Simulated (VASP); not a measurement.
BeS: vibrations by perturbation theory with PBEsol

Crystal: BeS.

```
Be S
1.0
     0.00000    2.29511    2.29511
     2.29511    0.00000    2.29511
     2.29511    2.29511    0.00000
Be S
1 1
Direct
  0.00000 0.00000 0.00000
  0.50000 0.50000 0.50000
```

| Item | Value |
| --- | --- |
| Program | VASP 6.6.1 |
| Task | vibrations by perturbation theory |
| Functional | PBEsol |
| Potentials or basis | VASP PAW PBE potentials, release 64 (Be, S) |
| Cutoff | 520 eV |
| k mesh | 8 × 8 × 8 |
| Occupations | gaussian, width 0.01 eV |
| Spin | no spin polarisation |
| Dipole correction | no |
| Further INCAR settings | ALGO = Normal; EDIFF = 1e-08; IBRION = 8; NSW = 1 |

| Quantity | Value |
| --- | --- |
| Electronic dielectric tensor (diagonal) | 9.61 |
| Born charges (mean of the diagonal) | Be +2.89; S -2.89 e |
| Highest phonon frequency at Γ, LO-TO splitting left out | 0 cm⁻¹ |
| Most unstable mode | 177i cm⁻¹ |

Phonon frequencies in cm⁻¹ (negative: imaginary):
| q point | frequencies |
| --- | --- |
| (0.000, 0.000, 0.000) | -177 -177 -177 0 0 0 |

Electronic dielectric tensor:
```
9.61 0.00 0.00
0.00 9.61 0.00
0.00 0.00 9.61
```

Born effective charge tensors (e):
atom 1, Be
```
2.89 0.00 0.00
0.00 2.89 0.00
0.00 0.00 2.89
```
atom 2, S
```
-2.89  0.00  0.00
 0.00 -2.89  0.00
 0.00  0.00 -2.89
```

It took 3.5 min on 1 thread of AMD EPYC 7571, on a shared host, peak memory 0.13 GiB.

Caveat: some modes are imaginary.
